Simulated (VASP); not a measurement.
# Cd (P6_3/mmc) in VASP: relaxation of cell and atoms with PBEsol

Aim: the relaxation of cell and atoms of Cd with PBEsol.

All numbers are computed with VASP 6.6.1; they aren't measurements. Logs are shortened: lines on timing, memory, paths and dates and some standing lists are left out, and cuts for length are marked.

## 1. The cell of the first run

Symmetry: P6_3/mmc, No. 194, hexagonal system. The conventional cell has a = 2.931 Å, b = 2.931 Å, c = 11.387 Å, α = 90.00°, β = 90.00°, γ = 120.00°. Cd (site symmetry -3m) has 12 Cd at 2.93 to 3.31 Å within 3.9 Å. Cd (site symmetry -6m2) has 12 Cd at 2.93 to 3.31 Å within 3.9 Å.

## 2. Relaxation of cell and atoms, PBEsol

File INCAR:

```
PREC = Accurate ; ENCUT = 600
EDIFF = 1E-7 ; ISMEAR = 0
SIGMA = 0.1 ; LREAL = False
LASPH = True ; NELM = 100
ALGO = Fast ; ISIF = 3
LWAVE = False ; LCHARG = False
GGA = PS ; IBRION = 2
NSW = 80 ; EDIFFG = -0.01
```

File KPOINTS:

```
Automatic mesh
0
Gamma
  18 18 4
```

File POSCAR:

```
Cd
1.0
    2.9307864682      0.0000000000      0.0000000000
   -1.4653932341      2.5381355346      0.0000000000
    0.0000000000      0.0000000000     11.3871342585
Cd
4
Direct
    0.0000000000      0.0000000000      0.0000000000
    0.0000000000      0.0000000000      0.5000000000
    0.3333333333      0.6666666667      0.2500000000
    0.6666666667      0.3333333333      0.7500000000
```

Potentials or basis: VASP PAW PBE potentials, release 64 (Cd).

Command:

```console
cat potpaw_PBE.64/Cd/POTCAR > POTCAR
mpirun -np 1 vasp_std > vasp.out
```

OUTCAR:

```text
PREC = Accurate
   ENCUT = 600
   EDIFF = 1E-7
   ISMEAR = 0
   LREAL = False
   LASPH = True
   NELM = 100
   ISIF = 3
   GGA = PS
   IBRION = 2
   NSW = 80
   EDIFFG = -0.01

 ion  position               nearest neighbor table
   1  0.000  0.000  0.000-   3 3.31   4 3.31   4 3.31   3 3.31   4 3.31   3 3.31
   2  0.000  0.000  0.500-   3 3.31   4 3.31   4 3.31   3 3.31   4 3.31   3 3.31
   3  0.333  0.667  0.250-   1 3.31   2 3.31   1 3.31   2 3.31   1 3.31   2 3.31
   4  0.667  0.333  0.750-   1 3.31   2 3.31   1 3.31   2 3.31   1 3.31   2 3.31

  LATTYP: Found a hexagonal cell.
 ALAT       =     2.9307864682
 C/A-ratio  =     3.8853510421

  Lattice vectors:

 A1 = (   2.9307864682,   0.0000000000,   0.0000000000)
 A2 = (  -1.4653932341,   2.5381355346,   0.0000000000)
 A3 = (   0.0000000000,   0.0000000000,  11.3871342585)

Analysis of symmetry for initial positions (statically):
=====================================================================
 Subroutine PRICEL returns:
 Original cell was already a primitive cell.

 Routine SETGRP: Setting up the symmetry group for a
 hexagonal supercell.

 Subroutine GETGRP returns: Found 24 space group operations
 (whereof 12 operations were pure point group operations)
 out of a pool of 24 trial point group operations.

The static configuration has the point symmetry D_3d.
 The point group associated with its full space group is D_6h.

Analysis of symmetry for dynamics (positions and initial velocities):
=====================================================================
 Subroutine PRICEL returns:
 Original cell was already a primitive cell.

 Routine SETGRP: Setting up the symmetry group for a
 hexagonal supercell.

 Subroutine GETGRP returns: Found 24 space group operations
 (whereof 12 operations were pure point group operations)
 out of a pool of 24 trial point group operations.

The dynamic configuration has the point symmetry D_3d.
 The point group associated with its full space group is D_6h.

 Subroutine INISYM returns: Found 24 space group operations
 (whereof 12 operations are pure point group operations),
 and found     1 'primitive' translations

----------------------------------------------------------------------------------------

                                     Primitive cell

  volume of cell :      84.7059

  direct lattice vectors                    reciprocal lattice vectors
     2.930786468  0.000000000  0.000000000     0.341205342  0.196994996  0.000000000
    -1.465393234  2.538135535  0.000000000     0.000000000  0.393989992  0.000000000
     0.000000000  0.000000000 11.387134258     0.000000000  0.000000000  0.087818408

  length of vectors
     2.930786468  2.930786468 11.387134258     0.393989992  0.393989992  0.087818408

  position of ions in fractional coordinates (direct lattice)
     0.000000000  0.000000000  0.000000000
     0.000000000  0.000000000  0.500000000
     0.333333333  0.666666667  0.250000000
     0.666666667  0.333333333  0.750000000

  ion indices of the primitive-cell ions
   primitive index   ion index
                 1           1
                 2           2
                 3           3
                 4           4

----------------------------------------------------------------------------------------

 KPOINTS: Automatic mesh

Automatic generation of k-mesh.
 Grid dimensions read from file:
 generate k-points for:   18   18    4

 Generating k-lattice:

  Cartesian coordinates                     Fractional coordinates (reciprocal lattice)
     0.018955852  0.010944166  0.000000000     0.055555556 -0.000000000  0.000000000
     0.000000000  0.021888333  0.000000000     0.000000000  0.055555556  0.000000000
     0.000000000  0.000000000  0.021954602     0.000000000  0.000000000  0.250000000

  Length of vectors
     0.021888333  0.021888333  0.021954602

  Shift w.r.t. Gamma in fractional coordinates (k-lattice)
     0.000000000  0.000000000  0.000000000

 Subroutine IBZKPT returns following result:
 ===========================================

 Found    111 irreducible k-points:

 Following reciprocal coordinates:
            Coordinates               Weight
  0.000000  0.000000  0.000000      1.000000
  0.055556  0.000000  0.000000      6.000000
  0.111111  0.000000  0.000000      6.000000
  0.166667 -0.000000  0.000000      6.000000
  0.222222 -0.000000  0.000000      6.000000
  0.277778 -0.000000  0.000000      6.000000
[... 16 lines left out ...]
  0.333333  0.111111  0.000000     12.000000
  0.388889  0.111111  0.000000     12.000000
 [... further k-points ...]
   k-points           NKPTS =    111   k-points in BZ     NKDIM =    111   number of bands    NBANDS=     28
   number of dos      NEDOS =    301   number of ions     NIONS =      4
   total plane-waves  NPLWV =  55296
   dimension x,y,z NGX =    24 NGY =   24 NGZ =   96
   dimension x,y,z NGXF=    48 NGYF=   48 NGZF=  192
   ions per type =               4
   NGX,Y,Z   is equivalent  to a cutoff of  13.61, 13.61, 14.02 a.u.
   NGXF,Y,Z  is equivalent  to a cutoff of  27.23, 27.23, 28.03 a.u.
 SYSTEM =  unknown system
   PREC   = accura    normal or accurate (medium, high low for compatibility)
   ISTART =      0    job   : 0-new  1-cont  2-samecut
   ICHARG =      2    charge: 1-file 2-atom 10-const
   ISPIN  =      1    spin polarized calculation?
   LNONCOLLINEAR =      F non collinear calculations
   LSORBIT =      F    spin-orbit coupling
   LASPH  =      T    aspherical Exc in radial PAW
   ENCUT  =  600.0 eV  44.10 Ry    6.64 a.u.   5.85  5.85 22.74*2*pi/ulx,y,z
   NELM   =    100;   NELMIN=  2; NELMDL= -5     # of ELM steps
   EDIFF  = 0.1E-06   stopping-criterion for ELM
   LREAL  =      F    real-space projection
   EDIFFG = -.1E-01   stopping-criterion for IOM
   NSW    =     80    number of steps for IOM
   IBRION =      2    ionic relax: 0-MD 1-quasi-New 2-CG
   NFREE  =      1    steps in history (QN), initial steepest desc. (CG)
   ISIF   =      3    stress and relaxation
   ISYM   =      2    0-nonsym 1-usesym 2-fastsym
   POTIM  = 0.5000    time-step for ionic-motion
   TEBEG  =    0.0;   TEEND  =   0.0 temperature during run
   PSTRESS=    0.0 pullay stress
   NELECT =      48.0000    total number of electrons
   NUPDOWN=      -1.0000    fix difference up-down
   EMIN   =  10.00;   EMAX   =-10.00  energy-range for DOS
   EFERMI =   0.00;   METHOD = LEGACY
   ISMEAR =     0;   SIGMA  =   0.10  broadening in eV -4-tet -1-fermi 0-gaus
   EFERMI_NEDOS =   21; number of points for ismear=-14 and -15
   IALGO  =     68    algorithm
   IMIX   =      4    mixing-type and parameters
     AMIX     =   0.40;   BMIX     =  1.00
     AMIX_MAG =   1.60;   BMIX_MAG =  1.00
  volume/ion in A,a.u.               =      21.18       142.91
  Fermi-wavevector in a.u.,A,eV,Ry     =   1.354724  2.560057 24.970454  1.835277
  Thomas-Fermi vector in A             =   2.481871
   LORBIT       =      0    0 simple, 1 ext, 2 COOP (PROOUT), +10 PAW based schemes
   GGA     = PS    functional components
   LHFCALC =     F    Hartree Fock is set to
   AEXX    =    0.0000 exact exchange contribution
   IVDW    =     0    specifies the selected vdW correction
   LEPSILON=     F    determine dielectric tensor
   LRPA    =     F    only Hartree local field effects (RPA)
 conjugate gradient relaxation of ions
 non-spin polarized calculation
 RMM-DIIS sequential band-by-band and
 Gauss-broadening in eV      SIGMA  =   0.10
  energy-cutoff  :      600.00
  volume of cell :       84.71
 maximum number of plane-waves:      2852
 NGX is ok and might be reduce to    24
   NGX = 11   NGY = 11   NGZ = 45

--------------------------------------- Ionic step        1  -------------------------------------------

 number of electron      48.0000027 magnetization

 Free energy of the ion-electron system (eV)
  ---------------------------------------------------
  ext. energy  EPLUGINS =         0.00000000
  ---------------------------------------------------
  free energy    TOTEN  =        -4.77423052 eV

  energy without entropy =       -4.77062572  energy(sigma->0) =       -4.77242812

------------------------ aborting loop because EDIFF is reached ----------------------------------------

  FORCE on cell =-STRESS in cart. coord.  units (eV):
  Direction    XX          YY          ZZ          XY          YZ          ZX
  --------------------------------------------------------------------------------------
  -------------------------------------------------------------------------------------
  Total        0.4187746      0.4187746     -0.1708484      0.0000000     -0.0000000      0.0000000
  in kB        7.9209546      7.9209546     -3.2315294      0.0000000     -0.0000000      0.0000000
  external PRESSURE =       4.2034600 kB  Pullay stress =       0.0000000 kB

 VOLUME and BASIS-vectors are now :
 -----------------------------------------------------------------------------
  energy-cutoff  :      600.00
  volume of cell :       84.71
      direct lattice vectors                 reciprocal lattice vectors
     2.930786468  0.000000000  0.000000000     0.341205342  0.196994996  0.000000000
    -1.465393234  2.538135535  0.000000000     0.000000000  0.393989992  0.000000000
     0.000000000  0.000000000 11.387134258     0.000000000  0.000000000  0.087818408
[... 153 lines left out ...]
 POSITION                                       TOTAL-FORCE (eV/Angst)
 -----------------------------------------------------------------------------------
      2.94835      0.00000     -0.00000        -0.000000      0.000000      0.000000
      2.94835     -0.00000      5.62639        -0.000000      0.000000      0.000000
     -0.00000      1.70223      2.81319        -0.000000     -0.000000      0.000000
      1.47417      0.85111      8.43958         0.000000      0.000000     -0.000000
 -----------------------------------------------------------------------------------
    total drift:                               -0.000000      0.000000     -0.000000

  FREE ENERGIE OF THE ION-ELECTRON SYSTEM (eV)
  ---------------------------------------------------
  free  energy   TOTEN  =        -4.7776780326 eV

  energy  without entropy=       -4.7725160502  energy(sigma->0) =       -4.77509704

--------------------------------------- Ionic step        6  -------------------------------------------

 number of electron      48.0000026 magnetization

 Free energy of the ion-electron system (eV)
  ---------------------------------------------------
  ext. energy  EPLUGINS =         0.00000000
  ---------------------------------------------------
  free energy    TOTEN  =        -4.77774912 eV

  energy without entropy =       -4.77224712  energy(sigma->0) =       -4.77499812

 E-fermi :   2.9904     XC(G=0): -11.3020

 val. band max:        2.9807882870   @ k =   0.3333   0.2778   0.0000
 cond. band min:       3.0016284697   @ k =   0.2222   0.0556   0.2500
 fundamental gap:      0.0208401826
 Fermi energy:         2.9903849841

 k-point     1 :       0.0000    0.0000    0.0000
  band No.  band energies     occupation
      1      -7.0181      2.00000
      2      -6.8920      2.00000
      3      -6.8842      2.00000
      4      -6.7569      2.00000
      5      -6.3382      2.00000
      6      -6.3382      2.00000
[... 20 lines left out ...]
     27       6.5136      0.00000
[... 691 lines left out ...]
      6      -6.6226      2.00000
[... 20 lines left out ...]
     27       4.6376      0.00000
     28       5.9461      0.00000

 [... further k-points ...]

------------------------ aborting loop because EDIFF is reached ----------------------------------------

  FORCE on cell =-STRESS in cart. coord.  units (eV):
  Direction    XX          YY          ZZ          XY          YZ          ZX
  --------------------------------------------------------------------------------------
  -------------------------------------------------------------------------------------
  Total       -0.0121523     -0.0121523     -0.0235451      0.0000000     -0.0000000      0.0000000
  in kB       -0.2295160     -0.2295160     -0.4446872      0.0000000     -0.0000000      0.0000000
  external PRESSURE =      -0.3012397 kB  Pullay stress =       0.0000000 kB

 VOLUME and BASIS-vectors are now :
 -----------------------------------------------------------------------------
  energy-cutoff  :      600.00
  volume of cell :       84.83
      direct lattice vectors                 reciprocal lattice vectors
     2.951980796 -0.000000000 -0.000000000     0.338755591  0.195580632 -0.000000000
    -1.475990398  2.556490361  0.000000000     0.000000000  0.391161264  0.000000000
     0.000000000 -0.000000000 11.240831695     0.000000000 -0.000000000  0.088961389

 POSITION                                       TOTAL-FORCE (eV/Angst)
 -----------------------------------------------------------------------------------
     -0.00000      0.00000      0.00000         0.000000     -0.000000      0.000000
      0.00000     -0.00000      5.62042         0.000000     -0.000000      0.000000
     -0.00000      1.70433      2.81021        -0.000000      0.000000     -0.000000
      1.47599      0.85216      8.43062         0.000000     -0.000000      0.000000
 -----------------------------------------------------------------------------------
    total drift:                               -0.000000      0.000000      0.000000

  FREE ENERGIE OF THE ION-ELECTRON SYSTEM (eV)
  ---------------------------------------------------
  free  energy   TOTEN  =        -4.7777491210 eV

  energy  without entropy=       -4.7722471236  energy(sigma->0) =       -4.77499812

 reached required accuracy - stopping structural energy minimisation
```

It took 23 min on 1 thread of Intel Xeon 8259CL, shared host; peak memory 0.41 GiB.

What came out:

```
Free energy                           : -4.7777 eV
Relaxed volume                        : 21.21 Å³/atom
Relaxed cell                          : a = 2.952 Å, b = 2.952 Å, c = 11.241 Å, α = 90.00°, β = 90.00°, γ = 120.00°
Space group after relaxing (to 0.1 Å) : P6_3/mmc (No. 194)
Energy gained by relaxing             : 0.9 meV/atom
Ionic steps                           : 6
Pressure after relaxing               : 0.0 GPa
Band gap on the k mesh                : zero (bands 24 and 25 overlap by 4.79 eV)
```

The path:
| step | energy change (eV) | largest force (eV/Å) | pressure (GPa) | volume (Å³) |
| --- | --- | --- | --- | --- |
| 1 | 0.0000 | 0.0000 | 0.42 | 84.71 |
| 2 | -0.0022 | 0.0000 | -0.24 | 85.39 |
| 3 | -0.0022 | 0.0000 | -0.23 | 85.39 |
| 4 | -0.0030 | 0.0000 | -0.12 | 85.14 |
| 5 | -0.0034 | 0.0000 | 0.09 | 84.71 |
| 6 | -0.0035 | 0.0000 | -0.03 | 84.83 |

Final structure:
```
Cd
1.0
     2.95198    0.00000    0.00000
    -1.47599    2.55649    0.00000
     0.00000    0.00000   11.24083
Cd
4
Direct
  0.00000 0.00000 0.00000
  0.00000 0.00000 0.50000
  0.33333 0.66667 0.25000
  0.66667 0.33333 0.75000
```

Levels at points of the mesh, in eV from the Fermi level:
| k point | band 22 | band 23 | band 24 | band 25 | band 26 | band 27 |
| --- | --- | --- | --- | --- | --- | --- |
| (0.00, 0.00, 0.00) | -7.57 | -7.57 | -3.26 | -3.20 | 3.52 | 3.52 |
| (0.50, 0.00, 0.00) | -2.09 | -1.65 | -1.46 | -0.07 | -0.03 | 2.19 |
| (0.00, 0.00, 0.50) | -8.53 | -5.74 | -5.74 | -0.11 | -0.11 | 7.48 |
| (0.50, 0.00, 0.50) | -2.23 | -1.69 | -1.69 | 0.48 | 0.48 | 1.48 |

Caveat: the PAW data sets were made with another functional, which shifts forces and pressure a little.
